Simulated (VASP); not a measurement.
# InP (Fm-3m) in VASP: settings compared

InP is run at these levels: HF, B3LYP; tasks: single point, relaxation of cell and atoms.

Program: VASP 6.6.1. These are calculated values, not measurements. Logs are shortened: lines on timing, memory, paths and dates and some standing lists are left out, and cuts for length are marked.

## Step 1: The cell of the first run

The structure is cubic, space group Fm-3m (No. 225). Conventional cell: a = 5.570 Å, b = 5.570 Å, c = 5.570 Å, α = 90.00°, β = 90.00°, γ = 90.00°. Within 3.7 Å of In (site symmetry m-3m) lie 6 P at 2.78 Å. Within 3.7 Å of P (site symmetry m-3m) lie 6 In at 2.78 Å.

## Step 2: Single point, HF

Contents of POSCAR:

```
InP
1.0
    0.0000000000      2.7847709765      2.7847709765
    2.7847709765      0.0000000000      2.7847709765
    2.7847709765      2.7847709765      0.0000000000
In P
1 1
Direct
    0.0000000000      0.0000000000      0.0000000000
    0.5000000000      0.5000000000      0.5000000000
```

Contents of INCAR.step1:

```
PREC = Accurate ; ENCUT = 520
EDIFF = 1E-5 ; ISMEAR = -1
SIGMA = 0.05 ; LREAL = F
LASPH = T ; NELM = 60
ALGO = Normal ; ISIF = 2
LWAVE = T ; LCHARG = F
GGA = PE ; NBANDS = 16
```

Contents of INCAR.step2:

```
PREC = Accurate ; ENCUT = 520
EDIFF = 1E-6 ; ISMEAR = -1
SIGMA = 0.05 ; LREAL = F
LASPH = T ; NELM = 60
ALGO = Normal ; ISIF = 2
LWAVE = F ; LCHARG = F
GGA = PE ; LHFCALC = T
AEXX = 1.0 ; ALDAC = 0.0
AGGAC = 0.0 ; PRECFOCK = Normal
ISTART = 1 ; NBANDS = 16
```

Contents of KPOINTS:

```
Automatic mesh
0
Gamma
  4 4 4
```

Potentials or basis: VASP PAW PBE potentials, release 64 (In_d, P).

The run is started by

```
> cat potpaw_PBE.64/In_d/POTCAR potpaw_PBE.64/P/POTCAR > POTCAR
> cp INCAR.step1 INCAR
> mpirun -np 1 vasp_std > vasp.out
> cp INCAR.step2 INCAR
> mpirun -np 1 vasp_std > vasp.out
```

OUTCAR:

```text
PREC = Accurate
   ENCUT = 520
   EDIFF = 1E-6
   ISMEAR = -1
   LREAL = F
   LASPH = T
   NELM = 60
   ISIF = 2
   GGA = PE
   LHFCALC = T
   AEXX = 1.0
   PRECFOCK = Normal
   ISTART = 1

 ion  position               nearest neighbor table
   1  0.000  0.000  0.000-   2 2.78   2 2.78   2 2.78   2 2.78   2 2.78   2 2.78
   2  0.500  0.500  0.500-   1 2.78   1 2.78   1 2.78   1 2.78   1 2.78   1 2.78

  LATTYP: Found a face centered cubic cell.
 ALAT       =     5.5695419530

  Lattice vectors:

 A1 = (   0.0000000000,   2.7847709765,   2.7847709765)
 A2 = (   2.7847709765,   0.0000000000,   2.7847709765)
 A3 = (   2.7847709765,   2.7847709765,   0.0000000000)

Analysis of symmetry for initial positions (statically):
=====================================================================
 Subroutine PRICEL returns:
 Original cell was already a primitive cell.

 Routine SETGRP: Setting up the symmetry group for a
 face centered cubic supercell.

 Subroutine GETGRP returns: Found 48 space group operations
 (whereof 48 operations were pure point group operations)
 out of a pool of 48 trial point group operations.

The static configuration has the point symmetry O_h .

Analysis of symmetry for dynamics (positions and initial velocities):
=====================================================================
 Subroutine PRICEL returns:
 Original cell was already a primitive cell.

 Routine SETGRP: Setting up the symmetry group for a
 face centered cubic supercell.

 Subroutine GETGRP returns: Found 48 space group operations
 (whereof 48 operations were pure point group operations)
 out of a pool of 48 trial point group operations.

The dynamic configuration has the point symmetry O_h .

 Subroutine INISYM returns: Found 48 space group operations
 (whereof 48 operations are pure point group operations),
 and found     1 'primitive' translations

----------------------------------------------------------------------------------------

                                     Primitive cell

  volume of cell :      43.1915

  direct lattice vectors                    reciprocal lattice vectors
     0.000000000  2.784770976  2.784770976    -0.179547979  0.179547979  0.179547979
     2.784770976  0.000000000  2.784770976     0.179547979 -0.179547979  0.179547979
     2.784770976  2.784770976  0.000000000     0.179547979  0.179547979 -0.179547979

  length of vectors
     3.938260883  3.938260883  3.938260883     0.310986222  0.310986222  0.310986222

  position of ions in fractional coordinates (direct lattice)
     0.000000000  0.000000000  0.000000000
     0.500000000  0.500000000  0.500000000

  ion indices of the primitive-cell ions
   primitive index   ion index
                 1           1
                 2           2

----------------------------------------------------------------------------------------

 KPOINTS: Automatic mesh

Automatic generation of k-mesh.
 Grid dimensions read from file:
 generate k-points for:    4    4    4

 Generating k-lattice:

  Cartesian coordinates                     Fractional coordinates (reciprocal lattice)
    -0.044886995  0.044886995  0.044886995     0.250000000  0.000000000  0.000000000
     0.044886995 -0.044886995  0.044886995     0.000000000  0.250000000  0.000000000
     0.044886995  0.044886995 -0.044886995     0.000000000  0.000000000  0.250000000

  Length of vectors
     0.077746555  0.077746555  0.077746555

  Shift w.r.t. Gamma in fractional coordinates (k-lattice)
     0.000000000  0.000000000  0.000000000

 Subroutine IBZKPT returns following result:
 ===========================================

 Found      8 irreducible k-points:

 Following reciprocal coordinates:
            Coordinates               Weight
  0.000000  0.000000  0.000000      1.000000
  0.250000  0.000000  0.000000      8.000000
  0.500000  0.000000  0.000000      4.000000
  0.250000  0.250000  0.000000      6.000000
  0.500000  0.250000  0.000000     24.000000
 -0.250000  0.250000  0.000000     12.000000
  0.500000  0.500000  0.000000      3.000000
 -0.250000  0.500000  0.250000      6.000000
   k-points           NKPTS =      8   k-points in BZ     NKDIM =     64   number of bands    NBANDS=     16
   number of dos      NEDOS =    301   number of ions     NIONS =      2
   total plane-waves  NPLWV =  27000
   dimension x,y,z NGX =    30 NGY =   30 NGZ =   30
   dimension x,y,z NGXF=    60 NGYF=   60 NGZF=   60
   ions per type =               1   1
   NGX,Y,Z   is equivalent  to a cutoff of  12.66, 12.66, 12.66 a.u.
   NGXF,Y,Z  is equivalent  to a cutoff of  25.33, 25.33, 25.33 a.u.
 SYSTEM =  unknown system
   PREC   = accura    normal or accurate (medium, high low for compatibility)
   ISTART =      1    job   : 0-new  1-cont  2-samecut
   ICHARG =      0    charge: 1-file 2-atom 10-const
   ISPIN  =      1    spin polarized calculation?
   LNONCOLLINEAR =      F non collinear calculations
   LSORBIT =      F    spin-orbit coupling
   LASPH  =      T    aspherical Exc in radial PAW
   ENCUT  =  520.0 eV  38.22 Ry    6.18 a.u.   7.32  7.32  7.32*2*pi/ulx,y,z
   NELM   =     60;   NELMIN=  2; NELMDL=  0     # of ELM steps
   EDIFF  = 0.1E-05   stopping-criterion for ELM
   LREAL  =      F    real-space projection
   EDIFFG = 0.1E-04   stopping-criterion for IOM
   NSW    =      0    number of steps for IOM
   IBRION =     -1    ionic relax: 0-MD 1-quasi-New 2-CG
   NFREE  =      0    steps in history (QN), initial steepest desc. (CG)
   ISIF   =      2    stress and relaxation
   ISYM   =      3    0-nonsym 1-usesym 2-fastsym
   POTIM  = 0.5000    time-step for ionic-motion
   TEBEG  =    0.0;   TEEND  =   0.0 temperature during run
   PSTRESS=    0.0 pullay stress
   NELECT =      18.0000    total number of electrons
   NUPDOWN=      -1.0000    fix difference up-down
   EMIN   =  10.00;   EMAX   =-10.00  energy-range for DOS
   EFERMI =   0.00;   METHOD = LEGACY
   ISMEAR =    -1;   SIGMA  =   0.05  broadening in eV -4-tet -1-fermi 0-gaus
   EFERMI_NEDOS =   21; number of points for ismear=-14 and -15
   IALGO  =     38    algorithm
   IMIX   =      1    mixing-type and parameters
     AMIX     =   0.40;   BMIX     =  1.00
     AMIX_MAG =   1.60;   BMIX_MAG =  1.00
  volume/ion in A,a.u.               =      21.60       145.74
  Fermi-wavevector in a.u.,A,eV,Ry     =   1.222830  2.310814 20.344981  1.495314
  Thomas-Fermi vector in A             =   2.357963
   LORBIT       =      0    0 simple, 1 ext, 2 COOP (PROOUT), +10 PAW based schemes
   GGA     = PE    functional components
   LHFCALC =     T    Hartree Fock is set to
   PRECFOCK=normal    Normal, Fast or Accurate (Low or Medium for compatibility)
   ENCUT4O =  -1.0   cutoff for four orbital integrals eV
   NKREDX  =     1    reduce k-point grid by
   NKREDY  =     1    reduce k-point grid by
   NKREDZ  =     1    reduce k-point grid by
   AEXX    =    1.0000 exact exchange contribution
   HFSCREEN=    0.0000 screening length (either q_TF or 0.3 A-1)
   HFSCREENC=   0.0000 screening length for correlation (either q_TF or 0.3 A-1)
   ENCUTFOCK=  -1.0 apply spherical cutoff to Coloumb kernel
   IVDW    =     0    specifies the selected vdW correction
   LEPSILON=     F    determine dielectric tensor
   LRPA    =     F    only Hartree local field effects (RPA)
 non-spin polarized calculation
  energy-cutoff  :      520.00
  volume of cell :       43.19
 maximum number of plane-waves:      1211
 NGX is ok and might be reduce to    30
  NGX = 24; NGY = 24; NGZ = 24

 number of electron      18.0000007 magnetization

 Free energy of the ion-electron system (eV)
  ---------------------------------------------------
  ext. energy  EPLUGINS =         0.00000000
  ---------------------------------------------------
  free energy    TOTEN  =       -14.73004064 eV

  energy without entropy =      -14.72652605  energy(sigma->0) =      -14.72828335

 E-fermi :   7.4865     XC(G=0):   0.0000

 val. band max:        5.2776149737   @ k =   0.5000   0.0000   0.0000
 cond. band min:       7.5414482704   @ k =   0.5000   0.0000   0.0000
 fundamental gap:      2.2638332967
 Fermi energy:         7.4865176559

 k-point     1 :       0.0000    0.0000    0.0000
  band No.  band energies     occupation
      1     -16.4699      2.00000
      2     -16.4691      2.00000
      3     -16.3948      2.00000
      4     -16.3909      2.00000
      5     -16.3880      2.00000
      6     -11.9194      2.00000
[... 8 lines left out ...]
     15      21.4078      0.00000
     16      21.4201      0.00000

 k-point     2 :       0.2500    0.0000    0.0000
  band No.  band energies     occupation
      1     -16.5037      2.00000
      2     -16.5034      2.00000
      3     -16.3940      2.00000
      4     -16.3638      2.00000
      5     -16.3565      2.00000
      6     -10.8810      2.00000
[... 8 lines left out ...]
     15      21.0645      0.00000
     16      21.0782      0.00000

 k-point     3 :       0.5000    0.0000    0.0000
  band No.  band energies     occupation
      1     -16.5421      2.00000
      2     -16.5418      2.00000
      3     -16.4000      2.00000
      4     -16.3285      2.00000
      5     -16.3211      2.00000
      6      -9.1137      2.00000
[... 8 lines left out ...]
     15      24.5287      0.00000
     16      24.5383      0.00000

 k-point     4 :       0.2500    0.2500    0.0000
  band No.  band energies     occupation
      1     -16.5996      2.00000
      2     -16.4512      2.00000
      3     -16.4132      2.00000
      4     -16.3471      2.00000
      5     -16.3438      2.00000
      6     -10.4579      2.00000
[... 8 lines left out ...]
     15      23.5677      0.00000
     16      25.1502      0.00000

 k-point     5 :       0.5000    0.2500    0.0000
  band No.  band energies     occupation
      1     -16.6576      2.00000
      2     -16.4847      2.00000
      3     -16.3999      2.00000
      4     -16.3325      2.00000
      5     -16.3145      2.00000
      6      -8.5582      2.00000
[... 8 lines left out ...]
     15      25.2446      0.00000
     16      26.1680      0.00000

 k-point     6 :      -0.2500    0.2500    0.0000
  band No.  band energies     occupation
      1     -16.5677      2.00000
      2     -16.5280      2.00000
      3     -16.3748      2.00000
      4     -16.3518      2.00000
      5     -16.3395      2.00000
      6      -9.3100      2.00000
[... 8 lines left out ...]
     15      24.6680      0.00000
     16      24.9355      0.00000

 k-point     7 :       0.5000    0.5000    0.0000
  band No.  band energies     occupation
      1     -16.7756      2.00000
      2     -16.4360      2.00000
      3     -16.4329      2.00000
      4     -16.2968      2.00000
      5     -16.2934      2.00000
      6      -7.7225      2.00000
[... 8 lines left out ...]
     15      25.7004      0.00000
     16      27.0785      0.00000

 k-point     8 :      -0.2500    0.5000    0.2500
  band No.  band energies     occupation
      1     -16.6919      2.00000
      2     -16.4896      2.00000
      3     -16.3719      2.00000
      4     -16.3680      2.00000
      5     -16.2939      2.00000
      6      -7.6786      2.00000
[... 8 lines left out ...]
     15      24.8976      0.00000
     16      27.0986      0.00000

------------------------ aborting loop because EDIFF is reached ----------------------------------------

  FORCE on cell =-STRESS in cart. coord.  units (eV):
  Direction    XX          YY          ZZ          XY          YZ          ZX
  --------------------------------------------------------------------------------------
  -------------------------------------------------------------------------------------
  Total       -0.1886436     -0.1886436     -0.1886436      0.0000000      0.0000000     -0.0000000
  in kB       -6.9976824     -6.9976824     -6.9976824      0.0000000      0.0000000     -0.0000000
  external PRESSURE =      -6.9976824 kB  Pullay stress =       0.0000000 kB

 VOLUME and BASIS-vectors are now :
 -----------------------------------------------------------------------------
  energy-cutoff  :      520.00
  volume of cell :       43.19
      direct lattice vectors                 reciprocal lattice vectors
     0.000000000  2.784770976  2.784770976    -0.179547979  0.179547979  0.179547979
     2.784770976  0.000000000  2.784770976     0.179547979 -0.179547979  0.179547979
     2.784770976  2.784770976  0.000000000     0.179547979  0.179547979 -0.179547979

 POSITION                                       TOTAL-FORCE (eV/Angst)
 -----------------------------------------------------------------------------------
      0.00000      0.00000      0.00000        -0.000000      0.000000     -0.000000
      2.78477      2.78477      2.78477         0.000000     -0.000000      0.000000
 -----------------------------------------------------------------------------------
    total drift:                               -0.000000     -0.000001     -0.000000

  FREE ENERGIE OF THE ION-ELECTRON SYSTEM (eV)
  ---------------------------------------------------
  free  energy   TOTEN  =       -14.7300406442 eV

  energy  without entropy=      -14.7265260495  energy(sigma->0) =      -14.72828335
```

It took 9.3 min on 1 thread of Intel Xeon Platinum 8375C at 2.90GHz (Ice Lake), shared host; peak memory 0.17 GiB.

Results:

```
Free energy            : -14.7300 eV
Pressure               : -0.7 GPa
Band gap on the k mesh : zero (band 9 reaches 7.54 eV, above the bottom of band 10 at 4.53 eV)
```

Caveat: the k points lie up to 0.49 Å⁻¹ apart; the PAW data sets were made with another functional, which shifts forces and pressure a little; spin-orbit coupling is left out, which moves the levels of the heavy elements.

## Step 3: Relaxation of cell and atoms, B3LYP

This run uses another cell than the first one, of 21.23 Å³/atom, 0.983 times its volume.

Contents of POSCAR:

```
InP
1.0
    0.0000000000      2.7688340000      2.7688340000
    2.7688340000      0.0000000000      2.7688340000
    2.7688340000      2.7688340000      0.0000000000
In P
1 1
Direct
    0.0000000000      0.0000000000      0.0000000000
    0.5000000000      0.5000000000      0.5000000000
```

Contents of INCAR.step1:

```
SYSTEM = InP
PREC = Accurate
ENCUT = 600
EDIFF = 1E-5
ISMEAR = -1
SIGMA = 0.05
LREAL = .FALSE.
LASPH = .TRUE.
NELM = 100
ALGO = Normal
LWAVE = .TRUE.
LCHARG = .FALSE.
GGA = PE
NBANDS = 16
```

Contents of INCAR.step2:

```
SYSTEM = InP
PREC = Accurate
ENCUT = 600
EDIFF = 1E-6
ISMEAR = -1
SIGMA = 0.05
LREAL = .FALSE.
LASPH = .TRUE.
NELM = 100
ALGO = Normal
ISIF = 3
LWAVE = .FALSE.
LCHARG = .FALSE.
GGA = B3
LHFCALC = .TRUE.
AEXX = 0.2
AGGAX = 0.72
AGGAC = 0.81
ALDAC = 0.19
PRECFOCK = Normal
IBRION = 2
NSW = 60
EDIFFG = -0.01
ISTART = 1
```

Contents of KPOINTS:

```
regular mesh
0
G
  4 4 4
  0 0 0
```

Potentials or basis: VASP PAW PBE potentials, release 64 (In_d, P).

The run is started by

```
> cat potpaw_PBE.64/In_d/POTCAR potpaw_PBE.64/P/POTCAR > POTCAR
> cp INCAR.step1 INCAR
> mpirun -np 1 vasp_std > vasp.out
> cp INCAR.step2 INCAR
> mpirun -np 1 vasp_std > vasp.out
```

Run time: 23 min. Hardware: 1 thread of Intel Xeon Platinum 8375C at 2.90GHz (Ice Lake), shared host; peak memory 0.18 GiB.

It converged, with:

| Property | Result |
| --- | --- |
| Free energy | -8.2443 eV |
| Relaxed volume | 21.80 Å³/atom |
| Relaxed cell | a = 3.950 Å, b = 3.950 Å, c = 3.950 Å, α = 60.00°, β = 60.00°, γ = 60.00° |
| Space group after relaxing (to 0.05 Å) | Fm-3m (No. 225) |
| Energy gained by relaxing | 3.6 meV/atom |
| Ionic steps | 3 |
| Pressure after relaxing | -0.1 GPa |
| Band gap on the k mesh | zero (band 9 reaches 7.08 eV, above the bottom of band 10 at 4.06 eV) |

Step by step:
| step | energy change (eV) | largest force (eV/Å) | pressure (GPa) | volume (Å³) |
| --- | --- | --- | --- | --- |
| 1 | 0.0000 | 0.0000 | 2.07 | 42.45 |
| 2 | -0.0055 | 0.0000 | -0.91 | 44.16 |
| 3 | -0.0072 | 0.0000 | -0.06 | 43.59 |

Final structure:
```
In P
1.0
     0.00000    2.79334    2.79334
     2.79334    0.00000    2.79334
     2.79334    2.79334    0.00000
In P
1 1
Direct
  0.00000 0.00000 0.00000
  0.50000 0.50000 0.50000
```

Levels at points of the mesh, in eV from the Fermi level:
```csv
k point,band 5,band 6,band 7,band 8,band 9,band 10,band 11,band 12,band 13
"(0.00, 0.00, 0.00)",-16.54,-13.45,-0.86,-0.86,-0.85,0.71,7.99,7.99,8.00
"(0.50, 0.00, 0.00)",-16.47,-11.28,-7.67,-0.37,0.05,3.17,3.93,3.94,5.74
"(0.50, 0.50, 0.00)",-16.45,-10.23,-5.67,-3.10,-2.97,-2.96,4.74,10.58,10.58
```

Caveat: the k points lie up to 0.49 Å⁻¹ apart in the final cell; the PAW data sets were made with another functional, which shifts forces and pressure a little; spin-orbit coupling is left out, which moves the levels of the heavy elements.
